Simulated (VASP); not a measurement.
Write the native input for VASP 6.6.1 that does the following.

```yaml
Task: single point
Functional: r2SCAN
Potentials_or_basis: VASP PAW PBE potentials, release 64 (Rh_pv)
Cutoff: 520 eV
k_mesh: 11 × 11 × 3
Occupations: fermi-dirac, width 0.05 eV
Spin: no spin polarisation
Dipole_correction: no
Further_INCAR_settings: ALGO = Normal; EDIFF = 1e-07; NBANDS = 38
```

Crystal: Rh.

```
CELL_PARAMETERS angstrom
2.70957 0.00000 0.00000
-1.35479 2.34656 0.00000
0.00000 0.00000 8.85634
ATOMIC_POSITIONS crystal
Rh 0.66667 0.33333 0.75000
Rh 0.00000 0.00000 0.50000
Rh 0.33333 0.66667 0.25000
Rh 0.00000 0.00000 0.00000
```

One way to write it, as run:

POSCAR

```
Rh
1.0
    2.7095712663      0.0000000000      0.0000000000
   -1.3547856331      2.3465575500      0.0000000000
    0.0000000000      0.0000000000      8.8563371932
Rh
4
Direct
    0.6666666667      0.3333333333      0.7500000000
    0.0000000000      0.0000000000      0.5000000000
    0.3333333333      0.6666666667      0.2500000000
    0.0000000000      0.0000000000      0.0000000000
```

INCAR.step1

```
  ALGO = Normal
  EDIFF = 1E-4
  ENCUT = 520
  GGA = PE
  ISMEAR = -1
  LASPH = T
  LCHARG = F
  LREAL = F
  LWAVE = T
  NBANDS = 38
  NELM = 100
  PREC = Accurate
  SIGMA = 0.05
```

INCAR.step2

```
  ALGO = Normal
  EDIFF = 1E-7
  ENCUT = 520
  ISIF = 2
  ISMEAR = -1
  ISTART = 1
  LASPH = T
  LCHARG = F
  LMIXTAU = T
  LREAL = F
  LWAVE = F
  METAGGA = R2SCAN
  NBANDS = 38
  NELM = 100
  PREC = Accurate
  SIGMA = 0.05
```

KPOINTS

```
k-points
0
Gamma
  11 11 3
```

Potentials or basis: VASP PAW PBE potentials, release 64 (Rh_pv).

Launch:

```bash
$ cat potpaw_PBE.64/Rh_pv/POTCAR > POTCAR
$ cp INCAR.step1 INCAR
$ mpirun -np 1 vasp_std > vasp.out
$ cp INCAR.step2 INCAR
$ mpirun -np 1 vasp_std > vasp.out
```

Results of the run:

```
Pressure               : -5.3 GPa
Band gap on the k mesh : zero (band 30 reaches 11.94 eV, above the bottom of band 31 at 10.28 eV)
```

Caveat: the PAW data sets were made with another functional, which shifts forces and pressure a little.

It took 2.9 min on 1 thread of Intel(R) Xeon(R) 6975P-C (Granite Rapids), with other jobs on the host, peak memory 0.2 GiB.
